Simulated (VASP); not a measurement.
# Ba2O (antifluorite type) (Fm-3m) in VASP: notebook

Runs on Ba2O (antifluorite type). Level: PBE. Tasks: single point.

All numbers are computed with VASP 6.6.1; they aren't measurements. Logs are shortened: lines on timing, memory, paths and dates and some standing lists are left out, and cuts for length are marked.

### 1 The cell of the first run

The structure is cubic, space group Fm-3m (No. 225). The conventional cell has a = 6.695 Å, b = 6.695 Å, c = 6.695 Å, α = 90.00°, β = 90.00°, γ = 90.00°. Ba (site symmetry -43m) has 4 O at 2.90 Å and 6 Ba at 3.35 Å within 3.8 Å. O (site symmetry m-3m) has 8 Ba at 2.90 Å within 3.8 Å.

### 2 Single point, PBE

The input, INCAR:

```
  PREC = Accurate
  ENCUT = 520
  EDIFF = 1E-6
  ISMEAR = -1
  SIGMA = 0.06122561905347299
  LREAL = F
  LASPH = T
  NELM = 60
  ALGO = Normal
  ISIF = 2
  LWAVE = F
  LCHARG = F
  GGA = PE
  NBANDS = 20
```

The input, KPOINTS:

```
regular mesh
0
Gamma
  10 10 10
```

The input, POSCAR:

```
Ba2O
1.0
    0.0000000000      3.3474177855      3.3474177855
    3.3474177855      0.0000000000      3.3474177855
    3.3474177855      3.3474177855      0.0000000000
Ba O
2 1
Direct
    0.2500000000      0.2500000000      0.2500000000
    0.7500000000      0.7500000000      0.7500000000
    0.0000000000      0.0000000000      0.0000000000
```

Potentials or basis: VASP PAW PBE potentials, release 64 (Ba_sv, O).

Command:

```bash
$ cat potpaw_PBE.64/Ba_sv/POTCAR potpaw_PBE.64/O/POTCAR > POTCAR
$ mpirun -np 1 vasp_std > vasp.out
```

OUTCAR:

```text
PREC = Accurate
   ENCUT = 520
   EDIFF = 1E-6
   ISMEAR = -1
   LREAL = F
   LASPH = T
   NELM = 60
   ISIF = 2
   GGA = PE

 ion  position               nearest neighbor table
   1  0.250  0.250  0.250-   3 2.90   3 2.90   3 2.90   3 2.90   2 3.35   2 3.35   2 3.35   2 3.35
                             2 3.35   2 3.35
   2  0.750  0.750  0.750-   3 2.90   3 2.90   3 2.90   3 2.90   1 3.35   1 3.35   1 3.35   1 3.35
                             1 3.35   1 3.35
   3  0.000  0.000  0.000-   2 2.90   2 2.90   2 2.90   1 2.90   2 2.90   1 2.90   1 2.90   1 2.90

  LATTYP: Found a face centered cubic cell.
 ALAT       =     6.6948355710

  Lattice vectors:

 A1 = (   0.0000000000,   3.3474177855,   3.3474177855)
 A2 = (   3.3474177855,   0.0000000000,   3.3474177855)
 A3 = (   3.3474177855,   3.3474177855,   0.0000000000)

Analysis of symmetry for initial positions (statically):
=====================================================================
 Subroutine PRICEL returns:
 Original cell was already a primitive cell.

 Routine SETGRP: Setting up the symmetry group for a
 face centered cubic supercell.

 Subroutine GETGRP returns: Found 48 space group operations
 (whereof 48 operations were pure point group operations)
 out of a pool of 48 trial point group operations.

The static configuration has the point symmetry O_h .

Analysis of symmetry for dynamics (positions and initial velocities):
=====================================================================
 Subroutine PRICEL returns:
 Original cell was already a primitive cell.

 Routine SETGRP: Setting up the symmetry group for a
 face centered cubic supercell.

 Subroutine GETGRP returns: Found 48 space group operations
 (whereof 48 operations were pure point group operations)
 out of a pool of 48 trial point group operations.

The dynamic configuration has the point symmetry O_h .

 Subroutine INISYM returns: Found 48 space group operations
 (whereof 48 operations are pure point group operations),
 and found     1 'primitive' translations

----------------------------------------------------------------------------------------

                                     Primitive cell

  volume of cell :      75.0170

  direct lattice vectors                    reciprocal lattice vectors
     0.000000000  3.347417785  3.347417785    -0.149368866  0.149368866  0.149368866
     3.347417785  0.000000000  3.347417785     0.149368866 -0.149368866  0.149368866
     3.347417785  3.347417785  0.000000000     0.149368866  0.149368866 -0.149368866

  length of vectors
     4.733963631  4.733963631  4.733963631     0.258714466  0.258714466  0.258714466

  position of ions in fractional coordinates (direct lattice)
     0.250000000  0.250000000  0.250000000
     0.750000000  0.750000000  0.750000000
     0.000000000  0.000000000  0.000000000

  ion indices of the primitive-cell ions
   primitive index   ion index
                 1           1
                 2           2
                 3           3

----------------------------------------------------------------------------------------

 KPOINTS: regular mesh

Automatic generation of k-mesh.
 Grid dimensions read from file:
 generate k-points for:   10   10   10

 Generating k-lattice:

  Cartesian coordinates                     Fractional coordinates (reciprocal lattice)
    -0.014936887  0.014936887  0.014936887     0.100000000  0.000000000  0.000000000
     0.014936887 -0.014936887  0.014936887     0.000000000  0.100000000  0.000000000
     0.014936887  0.014936887 -0.014936887     0.000000000  0.000000000  0.100000000

  Length of vectors
     0.025871447  0.025871447  0.025871447

  Shift w.r.t. Gamma in fractional coordinates (k-lattice)
     0.000000000  0.000000000  0.000000000

 Subroutine IBZKPT returns following result:
 ===========================================

 Found     47 irreducible k-points:

 Following reciprocal coordinates:
            Coordinates               Weight
  0.000000  0.000000  0.000000      1.000000
  0.100000  0.000000  0.000000      8.000000
  0.200000  0.000000  0.000000      8.000000
  0.300000  0.000000  0.000000      8.000000
  0.400000  0.000000  0.000000      8.000000
  0.500000  0.000000  0.000000      4.000000
[... 16 lines left out ...]
  0.300000  0.300000  0.000000      6.000000
  0.400000  0.300000  0.000000     24.000000
 [... further k-points ...]
   k-points           NKPTS =     47   k-points in BZ     NKDIM =     47   number of bands    NBANDS=     20
   number of dos      NEDOS =    301   number of ions     NIONS =      3
   total plane-waves  NPLWV =  46656
   dimension x,y,z NGX =    36 NGY =   36 NGZ =   36
   dimension x,y,z NGXF=    72 NGYF=   72 NGZF=   72
   ions per type =               2   1
   NGX,Y,Z   is equivalent  to a cutoff of  12.64, 12.64, 12.64 a.u.
   NGXF,Y,Z  is equivalent  to a cutoff of  25.28, 25.28, 25.28 a.u.
 SYSTEM =  unknown system
   PREC   = accura    normal or accurate (medium, high low for compatibility)
   ISTART =      0    job   : 0-new  1-cont  2-samecut
   ICHARG =      2    charge: 1-file 2-atom 10-const
   ISPIN  =      1    spin polarized calculation?
   LNONCOLLINEAR =      F non collinear calculations
   LSORBIT =      F    spin-orbit coupling
   LASPH  =      T    aspherical Exc in radial PAW
   ENCUT  =  520.0 eV  38.22 Ry    6.18 a.u.   8.80  8.80  8.80*2*pi/ulx,y,z
   NELM   =     60;   NELMIN=  2; NELMDL= -5     # of ELM steps
   EDIFF  = 0.1E-05   stopping-criterion for ELM
   LREAL  =      F    real-space projection
   EDIFFG = 0.1E-04   stopping-criterion for IOM
   NSW    =      0    number of steps for IOM
   IBRION =     -1    ionic relax: 0-MD 1-quasi-New 2-CG
   NFREE  =      0    steps in history (QN), initial steepest desc. (CG)
   ISIF   =      2    stress and relaxation
   ISYM   =      2    0-nonsym 1-usesym 2-fastsym
   POTIM  = 0.5000    time-step for ionic-motion
   TEBEG  =    0.0;   TEEND  =   0.0 temperature during run
   PSTRESS=    0.0 pullay stress
   NELECT =      26.0000    total number of electrons
   NUPDOWN=      -1.0000    fix difference up-down
   EMIN   =  10.00;   EMAX   =-10.00  energy-range for DOS
   EFERMI =   0.00;   METHOD = LEGACY
   ISMEAR =    -1;   SIGMA  =   0.06  broadening in eV -4-tet -1-fermi 0-gaus
   EFERMI_NEDOS =   21; number of points for ismear=-14 and -15
   IALGO  =     38    algorithm
   IMIX   =      4    mixing-type and parameters
     AMIX     =   0.40;   BMIX     =  1.00
     AMIX_MAG =   1.60;   BMIX_MAG =  1.00
  volume/ion in A,a.u.               =      25.01       168.75
  Fermi-wavevector in a.u.,A,eV,Ry     =   1.149951  2.173092 17.992174  1.322387
  Thomas-Fermi vector in A             =   2.286618
   LORBIT       =      0    0 simple, 1 ext, 2 COOP (PROOUT), +10 PAW based schemes
   GGA     = PE    functional components
   LHFCALC =     F    Hartree Fock is set to
   AEXX    =    0.0000 exact exchange contribution
   IVDW    =     0    specifies the selected vdW correction
   LEPSILON=     F    determine dielectric tensor
   LRPA    =     F    only Hartree local field effects (RPA)
 non-spin polarized calculation
  energy-cutoff  :      520.00
  volume of cell :       75.02
 maximum number of plane-waves:      2044
   NGX = 17   NGY = 17   NGZ = 17

 number of electron      26.0000001 magnetization

 Free energy of the ion-electron system (eV)
  ---------------------------------------------------
  ext. energy  EPLUGINS =         0.00000000
  ---------------------------------------------------
  free energy    TOTEN  =       -11.91496740 eV

  energy without entropy =      -11.88742924  energy(sigma->0) =      -11.90119832

 E-fermi :   4.5374     XC(G=0):  -9.8319

 val. band max:        4.5291577728   @ k =  -0.1000   0.1000   0.0000
 cond. band min:       4.5397866135   @ k =  -0.2000   0.1000   0.0000
 fundamental gap:      0.0106288406
 Fermi energy:         4.5374055470

 k-point     1 :       0.0000    0.0000    0.0000
  band No.  band energies     occupation
      1     -24.6449      2.00000
      2     -23.6396      2.00000
      3     -13.1270      2.00000
      4     -10.1639      2.00000
      5     -10.1639      2.00000
      6     -10.1639      2.00000
[... 12 lines left out ...]
     19      12.1561      0.00000
     20      12.1561      0.00000

 k-point     2 :       0.1000    0.0000    0.0000
  band No.  band energies     occupation
      1     -24.6203      2.00000
      2     -23.6642      2.00000
      3     -13.1572      2.00000
      4     -10.1488      2.00000
      5     -10.1376      2.00000
      6     -10.1376      2.00000
[... 12 lines left out ...]
     19      11.9114      0.00000
     20      11.9212      0.00000

 k-point     3 :       0.2000    0.0000    0.0000
  band No.  band energies     occupation
      1     -24.5488      2.00000
      2     -23.7356      2.00000
      3     -13.2387      2.00000
      4     -10.0836      2.00000
      5     -10.0586      2.00000
      6     -10.0586      2.00000
[... 12 lines left out ...]
     19      11.2516      0.00000
     20      11.2692      0.00000

 k-point     4 :       0.3000    0.0000    0.0000
  band No.  band energies     occupation
      1     -24.4374      2.00000
      2     -23.8468      2.00000
      3     -13.3438      2.00000
      4      -9.9443      2.00000
      5      -9.9267      2.00000
      6      -9.9267      2.00000
[... 12 lines left out ...]
     19      10.4111      0.00000
     20      10.4164      0.00000

 k-point     5 :       0.4000    0.0000    0.0000
  band No.  band energies     occupation
      1     -24.2972      2.00000
      2     -23.9867      2.00000
      3     -13.4311      2.00000
      4      -9.7542      2.00000
      5      -9.7443      2.00000
      6      -9.7443      2.00000
[... 12 lines left out ...]
     19       9.5230      0.00000
     20       9.5320      0.00000

 k-point     6 :       0.5000    0.0000    0.0000
  band No.  band energies     occupation
      1     -24.1441      2.00000
      2     -24.1397      2.00000
      3     -13.4648      2.00000
      4      -9.6374      2.00000
      5      -9.5426      2.00000
      6      -9.5426      2.00000
[... 12 lines left out ...]
     19       8.2881      0.00000
     20       8.2881      0.00000

 k-point     7 :       0.1000    0.1000    0.0000
  band No.  band energies     occupation
      1     -24.6127      2.00000
      2     -23.6715      2.00000
      3     -13.1679      2.00000
      4     -10.2096      2.00000
      5     -10.2096      2.00000
      6      -9.9851      2.00000
[... 12 lines left out ...]
     19      11.7739      0.00000
     20      11.7739      0.00000
[... 277 lines left out ...]
 k-point    20 :      -0.4000    0.2000    0.0000
  band No.  band energies     occupation
      1     -24.1677      2.00000
      2     -24.1029      2.00000
      3     -13.5502      2.00000
      4     -10.3871      2.00000
      5      -9.9673      2.00000
      6      -9.6192      2.00000
[... 12 lines left out ...]
     19       8.9673      0.00000
     20       9.3392      0.00000

 k-point    21 :      -0.3000    0.2000    0.0000
  band No.  band energies     occupation
      1     -24.2967      2.00000
      2     -23.9777      2.00000
      3     -13.4924      2.00000
      4     -10.4341      2.00000
      5      -9.6954      2.00000
      6      -9.4534      2.00000
[... 12 lines left out ...]
     19       8.4112      0.00000
     20       9.1388      0.00000

 k-point    22 :      -0.2000    0.2000    0.0000
  band No.  band energies     occupation
      1     -24.4106      2.00000
      2     -23.8685      2.00000
      3     -13.3950      2.00000
      4     -10.4028      2.00000
      5      -9.6830      2.00000
      6      -9.5938      2.00000
[... 12 lines left out ...]
     19       9.4860      0.00000
     20       9.7407      0.00000

 k-point    23 :       0.3000    0.3000    0.0000
  band No.  band energies     occupation
      1     -24.4157      2.00000
      2     -23.8508      2.00000
      3     -13.4573      2.00000
      4     -10.4609      2.00000
      5     -10.4609      2.00000
      6      -9.7969      2.00000
[... 12 lines left out ...]
     19       8.1798      0.00000
     20      10.2455      0.00000

 k-point    24 :       0.4000    0.3000    0.0000
  band No.  band energies     occupation
      1     -24.3487      2.00000
      2     -23.9107      2.00000
      3     -13.5473      2.00000
      4     -10.4914      2.00000
      5     -10.4801      2.00000
      6      -9.9764      2.00000
[... 12 lines left out ...]
     19       8.8262      0.00000
     20       9.7666      0.00000

 [... further k-points ...]

------------------------ aborting loop because EDIFF is reached ----------------------------------------

  FORCE on cell =-STRESS in cart. coord.  units (eV):
  Direction    XX          YY          ZZ          XY          YZ          ZX
  --------------------------------------------------------------------------------------
  -------------------------------------------------------------------------------------
  Total        2.1104556      2.1104556      2.1104556     -0.0000000     -0.0000000      0.0000000
  in kB       45.0740978     45.0740978     45.0740978     -0.0000000     -0.0000000      0.0000000
  external PRESSURE =      45.0740978 kB  Pullay stress =       0.0000000 kB

 VOLUME and BASIS-vectors are now :
 -----------------------------------------------------------------------------
  energy-cutoff  :      520.00
  volume of cell :       75.02
      direct lattice vectors                 reciprocal lattice vectors
     0.000000000  3.347417785  3.347417785    -0.149368866  0.149368866  0.149368866
     3.347417785  0.000000000  3.347417785     0.149368866 -0.149368866  0.149368866
     3.347417785  3.347417785  0.000000000     0.149368866  0.149368866 -0.149368866

 POSITION                                       TOTAL-FORCE (eV/Angst)
 -----------------------------------------------------------------------------------
      1.67371      1.67371      1.67371         0.000000      0.000000     -0.000000
      5.02113      5.02113      5.02113        -0.000000     -0.000000      0.000000
      0.00000      0.00000      0.00000         0.000000     -0.000000      0.000000
 -----------------------------------------------------------------------------------
    total drift:                                0.000000      0.000000      0.000000

  FREE ENERGIE OF THE ION-ELECTRON SYSTEM (eV)
  ---------------------------------------------------
  free  energy   TOTEN  =       -11.9149674018 eV

  energy  without entropy=      -11.8874292444  energy(sigma->0) =      -11.90119832
```

It took 77 s on 1 thread of Intel Xeon Platinum 8375C at 2.90GHz (Ice Lake), shared host; peak memory 0.24 GiB.

Results:

```yaml
Free_energy: -11.9150 eV
Pressure: 4.5 GPa
Band_gap_on_the_k_mesh: zero (bands 13 and 14 overlap by 0.73 eV)
```

Caveat: the cell stands under pressure; spin-orbit coupling is left out, which moves the levels of the heavy elements.

### 3 Single point, PBE

This run uses another cell than the first one, of 25.54 Å³/atom.

The input, INCAR:

```
SYSTEM = Ba2O
PREC = Accurate
ENCUT = 520
EDIFF = 1E-6
ISMEAR = -1
SIGMA = 0.06122561905347299
LREAL = .FALSE.
LASPH = .TRUE.
NELM = 80
ALGO = Normal
ISIF = 2
LWAVE = .FALSE.
LCHARG = .FALSE.
GGA = PE
NBANDS = 20
```

The input, KPOINTS:

```
regular mesh
0
G
  10 10 10
  0 0 0
```

The input, POSCAR:

```
Ba2O
1.0
    0.0000000000      3.3709919269      3.3709919269
    3.3709919269      0.0000000000      3.3709919269
    3.3709919269      3.3709919269      0.0000000000
Ba O
2 1
Direct
    0.2500000000      0.2500000000      0.2500000000
    0.7500000000      0.7500000000      0.7500000000
    0.0000000000      0.0000000000      0.0000000000
```

Potentials or basis: VASP PAW PBE potentials, release 64 (Ba_sv, O).

Command:

```bash
$ cat potpaw_PBE.64/Ba_sv/POTCAR potpaw_PBE.64/O/POTCAR > POTCAR
$ mpirun -np 1 vasp_std > vasp.out
```

Run time: 72 s. Hardware: 1 thread of Intel Xeon Platinum 8375C at 2.90GHz (Ice Lake), shared host; peak memory 0.24 GiB.

Results (log left out):

| Property | Result |
| --- | --- |
| Free energy | -11.9548 eV |
| Pressure | 3.4 GPa |
| Band gap on the k mesh | zero (bands 13 and 14 overlap by 0.68 eV) |

Levels at points of the mesh, in eV from the Fermi level:
```tsv
k point	band 9	band 10	band 11	band 12	band 13	band 14	band 15	band 16	band 17	band 18
(0.00, 0.00, 0.00)	-13.13	-4.28	-4.28	-4.28	-1.01	-0.57	-0.57	1.91	1.91	1.91
(0.50, 0.00, 0.00)	-13.66	-3.60	-3.60	-3.28	0.07	1.89	1.89	3.37	3.53	3.53
(0.50, 0.50, 0.00)	-12.60	-3.96	-3.20	-3.20	-1.29	0.39	1.28	2.04	4.02	4.02
```

Caveat: the cell stands under pressure; spin-orbit coupling is left out, which moves the levels of the heavy elements.
